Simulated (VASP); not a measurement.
Wanted: the native input for a VASP 6.6.1 run.

```yaml
Task: single point
Functional: PBE
Potentials_or_basis: VASP PAW PBE potentials, release 64 (Al, O)
Cutoff: 520 eV
k_mesh: 1 × 1 × 1
Occupations: fermi-dirac, width 0.05 eV
Spin: no spin polarisation
Dipole_correction: no
Further_INCAR_settings: ALGO = Normal; EDIFF = 1e-06; NBANDS = 64; ISYM = 0
```

The structure of Al2O3 lies in POSCAR:

```
Al2O3
1.0
    5.7104520000      0.0137290000     -0.0021660000
    0.0137290000      5.8090040000      0.1390750000
   -0.0021660000      0.1390750000      5.7076010000
Al O
8 12
Direct
    0.7797170334      0.6689248582      0.7670184273
    0.5598884024      0.2804665027      0.1118982983
    0.4840987654      0.1383386820      0.6006532527
    0.0182376327      0.2186690093      0.8371343950
    0.2813419708      0.7727150116      0.8884692617
    0.9623468359      0.9658612827      0.2718021609
    0.1082540187      0.4722897848      0.3727810995
    0.5369278309      0.7228338769      0.3182788818
    0.8478609472      0.6896653538      0.4232027182
    0.7053381969      0.3159090458      0.7303936824
    0.4944974362      0.8044629480      0.6395869993
    0.1284886869      0.1299732802      0.5082557930
    0.9480008108      0.9112277039      0.8930614415
    0.9471181470      0.3008635729      0.1460170142
    0.3520635166      0.1273934135      0.9172652977
    0.1056140727      0.5301846880      0.7497684797
    0.6377363575      0.0251378176      0.2714566584
    0.2223888227      0.7618450236      0.2299481161
    0.4247936606      0.4147409270      0.3701693599
    0.5628957974      0.6106318951      0.0174501689
```

These files were run (other wordings do the same):

INCAR

```
  ALGO = Normal
  EDIFF = 1E-6
  ENCUT = 520
  GGA = PE
  GGA_COMPAT = F
  ISIF = 2
  ISMEAR = -1
  ISYM = 0
  LASPH = T
  LCHARG = F
  LREAL = F
  LWAVE = F
  NBANDS = 64
  NELM = 120
  PREC = Accurate
  SIGMA = 0.05
```

KPOINTS

```
k-points
0
Gamma
  1 1 1
```

Potentials or basis: VASP PAW PBE potentials, release 64 (Al, O).

Command:

```bash
$ cat potpaw_PBE.64/Al/POTCAR potpaw_PBE.64/O/POTCAR > POTCAR
$ mpirun -np 1 vasp_gam > vasp.out
```

Results of the run:

```json
{
  "Pressure": "-6.4 GPa",
  "Largest force": "2.536 eV/Å",
  "Band gap on the k mesh": "4.08 eV"
}
```

Caveat: the k points lie up to 1.10 Å⁻¹ apart.

Wall time 25 s on 1 thread of Intel(R) Xeon(R) 6975P-C (Granite Rapids) (shared host), peak memory 0.24 GiB.
